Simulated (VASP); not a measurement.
BN:

```
CELL_PARAMETERS angstrom
0.00000 1.81300 1.81300
1.81300 0.00000 1.81300
1.81300 1.81300 0.00000
ATOMIC_POSITIONS crystal
N 0.25000 0.25000 0.25000
B 0.00000 0.00000 0.00000
```

```yaml
Program: VASP 6.6.1
Task: relaxation of cell and atoms
Functional: RPBE
Dispersion: D3(BJ)
Potentials_or_basis: VASP PAW PBE potentials, release 64 (N, B)
Cutoff: 600 eV
k_mesh: 13 × 13 × 13
Occupations: fermi-dirac, width 0.05 eV
Spin: no spin polarisation
```

At the start: pressure -14.3 GPa; volume 5.96 Å³/atom.

Problem. Where does the relaxation end?

Solution. Over 3 steps the energy falls by 10.4 meV/atom and the volume is 5.73 Å³/atom (-3.8 %); space group F-43m (No. 216, to 0.05 Å).

Step by step:
| step | energy change (eV) | largest force (eV/Å) | pressure (GPa) | volume (Å³) |
| --- | --- | --- | --- | --- |
| 1 | 0.0000 | 0.0000 | -14.31 | 11.92 |
| 2 | 0.0015 | 0.0000 | 16.76 | 11.02 |
| 3 | -0.0209 | 0.0000 | -0.09 | 11.47 |

Final structure:
```xyz
2
Lattice="0.0000 1.7899 1.7899 1.7899 0.0000 1.7899 1.7899 1.7899 0.0000" Properties=species:S:1:pos:R:3 pbc="T T T"
N     0.8949    0.8949    0.8949
B     0.0000    0.0000    0.0000
```

Caveat: the PAW data sets were made with another functional, which shifts forces and pressure a little.
